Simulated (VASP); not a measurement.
Runs of VASP 6.6.1 on Cu. The structure is that of space group Cmcm (No. 63), or close to it. The cells are those of the table. 

| cell | gap on the mesh (eV) | pressure (GPa) | largest force (eV/Å) |
| --- | --- | --- | --- |
| a = 4.088, b = 4.088, c = 2.434 Å, angles 90.0, 90.0, 145.9°, 2 atoms | none | 7.6 | 0.06 |
| a = 4.159, b = 4.159, c = 2.475 Å, angles 90.0, 90.0, 145.9°, 2 atoms | none | -0.8 | 0.01 |
| a = 4.293, b = 4.293, c = 2.555 Å, angles 90.0, 90.0, 145.9°, 2 atoms | none | -11.7 | 0.11 |
| a = 4.260, b = 4.260, c = 2.536 Å, angles 90.0, 90.0, 145.9°, 2 atoms | none | (c) | 0.09 |
| a = 4.124, b = 4.124, c = 2.455 Å, angles 90.0, 90.0, 145.9°, 2 atoms | none | (a) | 0.03 |
| a = 4.015, b = 4.015, c = 2.390 Å, angles 90.0, 90.0, 145.9°, 2 atoms | none | (b) | 0.15 |
| a = 4.052, b = 4.052, c = 2.412 Å, angles 90.0, 90.0, 145.9°, 2 atoms | none | 13.0 | 0.11 |
| a = 4.193, b = 4.193, c = 2.496 Å, angles 90.0, 90.0, 145.9°, 2 atoms | none | -4.2 | 0.04 |
| a = 4.227, b = 4.227, c = 2.516 Å, angles 90.0, 90.0, 145.9°, 2 atoms | none | -7.1 | 0.07 |

Alike in all rows: task single point; level PBEsol; potentials or basis VASP PAW PBE potentials, release 64 (Cu); no spin polarisation; k mesh 12 × 12 × 12; cutoff (eV) 520; smearing fermi-dirac 0.1 eV.

Problem. Fill in the values left out.

Solution. (a) 3.1; (b) 19.2; (c) -9.7.

Caveats: the PAW data sets were made with another functional, which shifts forces and pressure a little; the cell stands under pressure (at least some runs); the cell stands under tension (at least some runs).

A gap of «none» marks levels without a gap at the run's occupations.
